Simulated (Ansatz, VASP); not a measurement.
## Zr5N in VASP and in Ansatz

```
Zr N
1.0
     3.16553    0.00000    0.00000
    -1.58276    2.74143    0.00000
     0.00000    0.00000   13.66619
Zr N
5 1
Cartesian
  1.5828 0.9138 12.2025
  0.0000 1.8276 9.4820
  1.5828 0.9138 6.8331
  0.0000 1.8276 4.1842
  1.5828 0.9138 1.4637
  0.0000 1.8276 0.0000
```

Change from the starting cell: species swapped into the CeMg5 type (P-6m2, No. 187).

Alike in both runs: task single point; functional PBE; k mesh 6 × 6 × 2; occupations gaussian, width 0.1 eV; collinear spin.

|  | VASP | Ansatz |
| --- | --- | --- |
| version | VASP 6.6.1 | Ansatz 0.2.0 |
| potentials or method | VASP PAW PBE potentials, release 64 (Zr_sv, N), cutoff 520 eV | scalar-relativistic, plane waves, PAW |
| valence electrons in the cell | 65 | 65 |

|  | VASP | Ansatz | Ansatz less VASP |
| --- | --- | --- | --- |
| gap on the k mesh at the Fermi level (eV) | none | none | - |
| pressure (GPa) | 0.0 | 0.0 | -0.05 |
| traceless stress, the component that is largest in VASP (GPa) | 0.21 | 0.21 | -0.003 |
| rms of the force components (eV/Å) | 0.010 | 0.004 | -0.0060 |
| net moment per atom (μB) | 0.00 | 0.00 | 0.000 |

Atom by atom the forces differ by 0.006 eV/Å (rms over components). A gap of «none» marks a metal or a gap that the smearing closes. Ansatz's warnings: seeded moment not kept.

The k mesh is coarse, so the values compare programs but aren't converged.
